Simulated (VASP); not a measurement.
Wanted: the native input for a VASP 6.6.1 run.

- Task: relaxation of cell and atoms
- Functional: PBE
- Potentials or basis: VASP PAW PBE potentials, release 64 (Nb_sv, Cu, P)
- Cutoff: 600 eV
- k mesh: 6 × 6 × 4
- Occupations: gaussian, width 0.1 eV
- Spin: no spin polarisation
- Dipole correction: no
- Further INCAR settings: ALGO = Normal; EDIFF = 1e-06; IBRION = 2; EDIFFG = -0.04; NSW = 90; ISIF = 3

The structure of NbCuP2 lies in POSCAR:

```
NbCuP2
1.0
    3.6170575300      0.0000000000      0.0000000000
    0.0000000000      3.6170575300      0.0000000000
    0.0000000000      0.0000000000      3.8959249700
Nb Cu P
1 1 2
Direct
    0.0000000000      0.0000000000      0.5000000000
    0.0000000000      0.0000000000      0.0000000000
    0.5000000000      0.5000000000      0.0000000000
    0.5000000000      0.5000000000      0.5000000000
```

The cell was generated, and may not be a known phase.

One way to write it, as run:

INCAR

```
  ALGO = Normal
  EDIFF = 1E-6
  EDIFFG = -0.04
  ENCUT = 600
  GGA = PE
  IBRION = 2
  ISIF = 3
  ISMEAR = 0
  LASPH = T
  LCHARG = F
  LREAL = F
  LWAVE = F
  NELM = 60
  NSW = 90
  PREC = Accurate
  SIGMA = 0.1
```

KPOINTS

```
k-points
0
Gamma
  6 6 4
```

Potentials or basis: VASP PAW PBE potentials, release 64 (Nb_sv, Cu, P).

Launch:

```sh
$ cat potpaw_PBE.64/Nb_sv/POTCAR potpaw_PBE.64/Cu/POTCAR potpaw_PBE.64/P/POTCAR > POTCAR
$ mpirun -np 1 vasp_std > vasp.out
```

It gave:

| Property | Result |
| --- | --- |
| Relaxed volume | 16.21 Å³/atom |
| Relaxed cell | a = 3.475 Å, b = 3.475 Å, c = 5.373 Å, α = 90.00°, β = 90.00°, γ = 90.00° |
| Space group after relaxing (to 0.1 Å) | P4/mmm (No. 123) |
| Energy gained by relaxing | 1802.4 meV/atom |
| Ionic steps | 13 |
| Pressure after relaxing | 0.2 GPa |
| Band gap on the k mesh | zero (bands 17 and 18 overlap by 1.92 eV) |

Caveat: the k points lie up to 0.30 Å⁻¹ apart in the final cell, too coarse for converged energies and pressures of a metal; the volume moved by over 15 % at a fixed basis, so the end points are rough; the highest band is partly filled, so the run has too few bands.

Wall time 9.2 min on 1 thread of Intel(R) Xeon(R) Platinum 8375C CPU @ 2.90GHz (Ice Lake), with other jobs on the host, peak memory 0.21 GiB.
